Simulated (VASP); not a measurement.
# Zn (C2/c) in VASP: a series of runs

Zn is run at these levels: revPBE; tasks: single point.

Program: VASP 6.6.1. These are calculated values, not measurements. Logs are shortened: lines on timing, memory, paths and dates and some standing lists are left out, and cuts for length are marked.

## Step 1: The cell of the first run

Symmetry: C2/c, No. 15, monoclinic system. The conventional cell has a = 2.637 Å, b = 5.120 Å, c = 4.264 Å, α = 90.00°, β = 90.18°, γ = 90.00°. Within 3.4 Å of Zn (site symmetry 2) lie 12 Zn at 2.61 to 2.88 Å.

## Step 2: Single point, revPBE (volume scaled by 0.92)

INCAR

```
SYSTEM = Zn
PREC = Accurate
ENCUT = 520
EDIFF = 1E-6
ISMEAR = -1
SIGMA = 0.1
LREAL = .FALSE.
LASPH = .TRUE.
NELM = 60
ALGO = Normal
ISIF = 2
LWAVE = .FALSE.
LCHARG = .FALSE.
GGA = RE
NBANDS = 19
```

KPOINTS

```
Automatic mesh
0
G
  17 17 8
  0 0 0
```

POSCAR

```
Zn
1.0
   -1.9694630210      1.6507273261      1.2992836523
    1.6507273261     -1.9694630210      1.2992836523
    3.2912891255      3.2912891255     -1.8830486612
Zn
2
Direct
    0.9471678800      0.0528321200      0.0000000000
    0.8028321200      0.1971678800      0.5000000000
```

Potentials or basis: VASP PAW PBE potentials, release 64 (Zn).

Launch:

```sh
$ cat potpaw_PBE.64/Zn/POTCAR > POTCAR
$ mpirun -np 1 vasp_std > vasp.out
```

OUTCAR:

```text
SYSTEM = Zn
   PREC = Accurate
   ENCUT = 520
   EDIFF = 1E-6
   ISMEAR = -1
   LREAL = .FALSE.
   LASPH = .TRUE.
   NELM = 60
   ISIF = 2
   GGA = RE

 ion  position               nearest neighbor table
   1  0.947  0.053  0.000-   2 2.61   2 2.61   2 2.62   2 2.62   2 2.80   2 2.80
   2  0.803  0.197  0.500-   1 2.61   1 2.61   1 2.62   1 2.62   1 2.80   1 2.80

  Warning from LATTYP: Got some problem with cell dimensions!
  Tried to take original basis but could not verify dimensions!
  LATTYP: Found a base centered monoclinic cell.
 ALAT       =     2.6373731103
 B/A-ratio  =     1.9412203253
 C/A-ratio  =     1.6168677824
 COS(beta)  =    -0.0031649306

  Lattice vectors:

 A1 = (  -1.9694630210,   1.6507273261,   1.2992836523)
 A2 = (   1.6507273261,  -1.9694630210,   1.2992836523)
 A3 = (   2.9725534306,   2.9725534306,   0.7155186434)

Analysis of symmetry for initial positions (statically):
=====================================================================
 Subroutine PRICEL returns:
 Original cell was already a primitive cell.

 Routine SETGRP: Setting up the symmetry group for a
 base centered monoclinic supercell.

 Subroutine GETGRP returns: Found  4 space group operations
 (whereof  2 operations were pure point group operations)
 out of a pool of  4 trial point group operations.

The static configuration has the point symmetry C_2 .
 The point group associated with its full space group is C_2h.

Analysis of symmetry for dynamics (positions and initial velocities):
=====================================================================
 Subroutine PRICEL returns:
 Original cell was already a primitive cell.

 Routine SETGRP: Setting up the symmetry group for a
 base centered monoclinic supercell.

 Subroutine GETGRP returns: Found  4 space group operations
 (whereof  2 operations were pure point group operations)
 out of a pool of  4 trial point group operations.

The dynamic configuration has the point symmetry C_2 .
 The point group associated with its full space group is C_2h.

 Subroutine INISYM returns: Found  4 space group operations
 (whereof  2 operations are pure point group operations),
 and found     1 'primitive' translations

----------------------------------------------------------------------------------------

                                     Primitive cell

  volume of cell :      28.7894

  direct lattice vectors                    reciprocal lattice vectors
    -1.969463021  1.650727326  1.299283652    -0.019719911  0.256508658  0.413871530
[... 80 lines left out ...]
   ISPIN  =      1    spin polarized calculation?
   LNONCOLLINEAR =      F non collinear calculations
   LSORBIT =      F    spin-orbit coupling
   LASPH  =      T    aspherical Exc in radial PAW
   ENCUT  =  520.0 eV  38.22 Ry    6.18 a.u.   5.35  5.35  9.34*2*pi/ulx,y,z
   NELM   =     60;   NELMIN=  2; NELMDL= -5     # of ELM steps
   EDIFF  = 0.1E-05   stopping-criterion for ELM
   LREAL  =      F    real-space projection
   EDIFFG = 0.1E-04   stopping-criterion for IOM
   NSW    =      0    number of steps for IOM
   IBRION =     -1    ionic relax: 0-MD 1-quasi-New 2-CG
   NFREE  =      0    steps in history (QN), initial steepest desc. (CG)
   ISIF   =      2    stress and relaxation
   ISYM   =      2    0-nonsym 1-usesym 2-fastsym
   POTIM  = 0.5000    time-step for ionic-motion
   TEBEG  =    0.0;   TEEND  =   0.0 temperature during run
   PSTRESS=    0.0 pullay stress
   NELECT =      24.0000    total number of electrons
   NUPDOWN=      -1.0000    fix difference up-down
   EMIN   =  10.00;   EMAX   =-10.00  energy-range for DOS
   EFERMI =   0.00;   METHOD = LEGACY
   ISMEAR =    -1;   SIGMA  =   0.10  broadening in eV -4-tet -1-fermi 0-gaus
   EFERMI_NEDOS =   21; number of points for ismear=-14 and -15
   IALGO  =     38    algorithm
   IMIX   =      4    mixing-type and parameters
     AMIX     =   0.40;   BMIX     =  1.00
     AMIX_MAG =   1.60;   BMIX_MAG =  1.00
  volume/ion in A,a.u.               =      14.39        97.14
  Fermi-wavevector in a.u.,A,eV,Ry     =   1.540759  2.911612 32.299377  2.373937
  Thomas-Fermi vector in A             =   2.646800
   LORBIT       =      0    0 simple, 1 ext, 2 COOP (PROOUT), +10 PAW based schemes
   GGA     = RE    functional components
   LHFCALC =     F    Hartree Fock is set to
   AEXX    =    0.0000 exact exchange contribution
   IVDW    =     0    specifies the selected vdW correction
   LEPSILON=     F    determine dielectric tensor
   LRPA    =     F    only Hartree local field effects (RPA)
 non-spin polarized calculation
  energy-cutoff  :      520.00
  volume of cell :       28.79
 maximum number of plane-waves:       795
 NGX is ok and might be reduce to    24
   NGX = 11   NGY = 11   NGZ = 19

 number of electron      23.9999996 magnetization

 Free energy of the ion-electron system (eV)
  ---------------------------------------------------
  ext. energy  EPLUGINS =         0.00000000
  ---------------------------------------------------
  free energy    TOTEN  =        -1.53704498 eV

  energy without entropy =       -1.52277920  energy(sigma->0) =       -1.52991209

 E-fermi :   3.6842     XC(G=0): -11.7448

 val. band max:        3.6834460038   @ k =  -0.4118   0.3529   0.3750
 cond. band min:       3.6935517458   @ k =  -0.4706   0.1765   0.1250
 fundamental gap:      0.0101057420
 Fermi energy:         3.6841815978

 k-point     1 :       0.0000    0.0000    0.0000
  band No.  band energies     occupation
      1      -7.2198      2.00000
      2      -5.0296      2.00000
      3      -4.3466      2.00000
      4      -4.2556      2.00000
      5      -4.1372      2.00000
      6      -4.0617      2.00000
[... 505 lines left out ...]
      6      -4.0973      2.00000
[... 11 lines left out ...]
     18      21.5945      0.00000
     19      22.6684      0.00000

 [... further k-points ...]
[... 5 lines left out ...]
  --------------------------------------------------------------------------------------
  -------------------------------------------------------------------------------------
  Total        1.1168162      1.1168162      1.6325177      0.2713793     -0.0297569     -0.0297569
  in kB       62.1527588     62.1527588     90.8524390     15.1027296     -1.6560224     -1.6560221
  external PRESSURE =      71.7193189 kB  Pullay stress =       0.0000000 kB

 VOLUME and BASIS-vectors are now :
 -----------------------------------------------------------------------------
  energy-cutoff  :      520.00
  volume of cell :       28.79
      direct lattice vectors                 reciprocal lattice vectors
    -1.969463021  1.650727326  1.299283652    -0.019719911  0.256508658  0.413871530
     1.650727326 -1.969463021  1.299283652     0.256508658 -0.019719911  0.413871530
     3.291289126  3.291289126 -1.883048661     0.163381731  0.163381731  0.040080231

 POSITION                                       TOTAL-FORCE (eV/Angst)
 -----------------------------------------------------------------------------------
     -1.77820      1.45946      1.29928        -0.042524      0.042524      0.000000
      0.38997      2.58259      0.35776         0.042524     -0.042524     -0.000000
 -----------------------------------------------------------------------------------
    total drift:                                0.000000     -0.000000     -0.000000

  FREE ENERGIE OF THE ION-ELECTRON SYSTEM (eV)
  ---------------------------------------------------
  free  energy   TOTEN  =        -1.5370449776 eV

  energy  without entropy=       -1.5227792046  energy(sigma->0) =       -1.52991209
```

OSZICAR:

```text
N       E                     dE             d eps       ncg     rms          rms(c)
DAV:   1     0.111762458840E+03    0.11176E+03   -0.11659E+04 24161   0.201E+03
DAV:   2     0.312295538218E+01   -0.10864E+03   -0.10515E+03 23779   0.296E+02
DAV:   3    -0.170735340596E+01   -0.48303E+01   -0.48123E+01 26090   0.690E+01
DAV:   4    -0.173407839498E+01   -0.26725E-01   -0.26719E-01 25641   0.532E+00
DAV:   5    -0.173411117671E+01   -0.32782E-04   -0.32782E-04 25662   0.168E-01    0.453E+00
DAV:   6    -0.154773630652E+01    0.18637E+00   -0.71229E-01 26250   0.183E+01    0.337E+00
DAV:   7    -0.154043328858E+01    0.73030E-02   -0.24131E-02 27755   0.258E+00    0.168E+00
DAV:   8    -0.153702071608E+01    0.34126E-02   -0.18640E-03 32025   0.695E-01    0.464E-02
DAV:   9    -0.153704430561E+01   -0.23590E-04   -0.24135E-04 31802   0.199E-01    0.344E-02
DAV:  10    -0.153704547281E+01   -0.11672E-05   -0.23058E-05 25064   0.601E-02    0.480E-03
DAV:  11    -0.153704497759E+01    0.49522E-06   -0.16082E-07 15302   0.392E-03
   1 F= -.15370450E+01 E0= -.15299121E+01  d E =-.142658E-01
```

Run time: 3.9 min. Hardware: 1 thread of Intel Xeon Platinum 8488C (Sapphire Rapids), shared host; peak memory 0.38 GiB.

What came out:

| Item | Value |
| --- | --- |
| Free energy | -1.5370 eV |
| Pressure | 7.2 GPa |
| Largest force | 0.060 eV/Å |
| Band gap on the k mesh | zero (band 12 reaches 5.19 eV, above the bottom of band 13 at 2.40 eV) |

Forces on the atoms (eV/Å):
```
Zn  -0.043  0.043  0.000
Zn   0.043 -0.043  0.000
```

Levels at points of the mesh, in eV from the Fermi level:
```csv
k point,band 10,band 11,band 12,band 13,band 14,band 15
"(0.00, 0.00, 0.00)",-7.35,-7.12,-2.76,-0.42,12.46,13.48
"(0.00, 0.00, 0.50)",-7.34,-7.30,-7.30,9.10,9.10,13.61
```

Caveat: the PAW data sets were made with another functional, which shifts forces and pressure a little.

## Step 3: Single point, revPBE (volume scaled by 1.04)

INCAR

```
SYSTEM = Zn
ALGO = Normal
EDIFF = 1E-7
ENCUT = 520
GGA = RE
ISIF = 2
ISMEAR = -1
LASPH = .TRUE.
LCHARG = .FALSE.
LREAL = .FALSE.
LWAVE = .FALSE.
NBANDS = 19
NELM = 60
PREC = Accurate
SIGMA = 0.1
```

KPOINTS

```
k-points
0
G
  17 17 8
  0 0 0
```

POSCAR

```
Zn
1.0
   -2.0516172163      1.7195857782      1.3534819803
    1.7195857782     -2.0516172163      1.3534819803
    3.4285819848      3.4285819848     -1.9615981672
Zn
2
Direct
    0.9471678800      0.0528321200      0.0000000000
    0.8028321200      0.1971678800      0.5000000000
```

Potentials or basis: VASP PAW PBE potentials, release 64 (Zn).

Launch:

```sh
$ cat potpaw_PBE.64/Zn/POTCAR > POTCAR
$ mpirun -np 1 vasp_std > vasp.out
```

Wall time 3 min (1 thread of Intel Xeon Platinum 8488C (Sapphire Rapids), shared host); peak memory 0.4 GiB.

Results (log left out):

| Item | Value |
| --- | --- |
| Free energy | -1.5841 eV |
| Pressure | -2.0 GPa |
| Largest force | 0.015 eV/Å |
| Band gap on the k mesh | zero (band 12 reaches 4.29 eV, above the bottom of band 13 at 1.40 eV) |

Forces in eV/Å, atoms in the order of the input:
```
Zn   0.011 -0.011  0.000
Zn  -0.011  0.011  0.000
```

Stress tensor (GPa, compression positive):
```
-1.99  0.16  0.01
 0.16 -1.99  0.01
 0.01  0.01 -1.88
```

Levels at points of the mesh, in eV from the Fermi level:
```
           k point  band 8  band 9  band 10  band 11  band 12  band 13  band 14  band 15  band 16  band 17
(0.00, 0.00, 0.00)   -7.37   -7.28    -7.11    -6.91    -2.26    -0.64    11.48    12.45    14.16    16.87
(0.00, 0.00, 0.50)   -7.31   -7.08    -7.08    -7.07    -7.07     8.38     8.38    12.57    12.57    16.08
```

Caveat: the PAW data sets were made with another functional, which shifts forces and pressure a little.

## Step 4: Single point, revPBE (volume scaled by 1.12)

INCAR

```
SYSTEM = Zn
  PREC = Accurate
  ENCUT = 520
  EDIFF = 1E-6
  ISMEAR = -1
  SIGMA = 0.1
  LREAL = .False.
  LASPH = .True.
  NELM = 100
  ALGO = Normal
  ISIF = 2
  LWAVE = .False.
  LCHARG = .False.
  GGA = RE
  NBANDS = 19
```

KPOINTS

```
Automatic mesh
0
Gamma
  17 17 8
  0 0 0
```

POSCAR

```
Zn
1.0
   -2.1029287701      1.7625931275      1.3873329652
    1.7625931275     -2.1029287701      1.3873329652
    3.5143318350      3.5143318350     -2.0106583180
Zn
2
Direct
    0.9471678800      0.0528321200      0.0000000000
    0.8028321200      0.1971678800      0.5000000000
```

Launch:

```sh
$ cat potpaw_PBE.64/Zn/POTCAR > POTCAR
$ mpirun -np 1 vasp_std > vasp.out
```

Run time: 2.3 min. Hardware: 1 thread of Intel Xeon Platinum 8488C (Sapphire Rapids), shared host; peak memory 0.42 GiB.

Results (log left out):

- Free energy: -1.5273 eV
- Pressure: -5.0 GPa
- Largest force: 0.040 eV/Å
- Band gap on the k mesh: zero (band 12 reaches 3.79 eV, above the bottom of band 13 at 0.86 eV)

Forces in eV/Å, atoms in the order of the input:
```
Zn   0.028 -0.028  0.000
Zn  -0.028  0.028  0.000
```

Stress tensor (GPa, compression positive):
```
-4.72 -0.27  0.07
-0.27 -4.72  0.07
 0.07  0.07 -5.45
```

Levels at points of the mesh, in eV from the Fermi level:
```
           k point  band 8  band 9  band 10  band 11  band 12  band 13  band 14  band 15  band 16  band 17
(0.00, 0.00, 0.00)   -7.21   -7.14    -6.98    -6.81    -1.99    -0.76    10.92    11.87    13.40    16.08
(0.00, 0.00, 0.50)   -7.08   -6.95    -6.95    -6.92    -6.92     7.97     7.97    11.97    11.97    15.18
```

Caveat: the PAW data sets were made with another functional, which shifts forces and pressure a little.

## Step 5: Overview

| cell | gap on the mesh (eV) | pressure (GPa) | largest force (eV/Å) |
| --- | --- | --- | --- |
| a = 2.880, b = 2.880, c = 5.021 Å, angles 104.0, 104.0, 125.5°, 2 atoms | none | 7.2 | 0.06 |
| a = 3.000, b = 3.000, c = 5.231 Å, angles 104.0, 104.0, 125.5°, 2 atoms | none | -2.0 | 0.02 |
| a = 3.075, b = 3.075, c = 5.361 Å, angles 104.0, 104.0, 125.5°, 2 atoms | none | -5.0 | 0.04 |

Alike in all rows: task single point; level revPBE; potentials or basis VASP PAW PBE potentials, release 64 (Zn); no spin polarisation; k mesh 17 × 17 × 8; cutoff (eV) 520; smearing fermi-dirac 0.1 eV.

Caveats: the PAW data sets were made with another functional, which shifts forces and pressure a little.

Absolute energies hang on the potentials; compare differences alone.
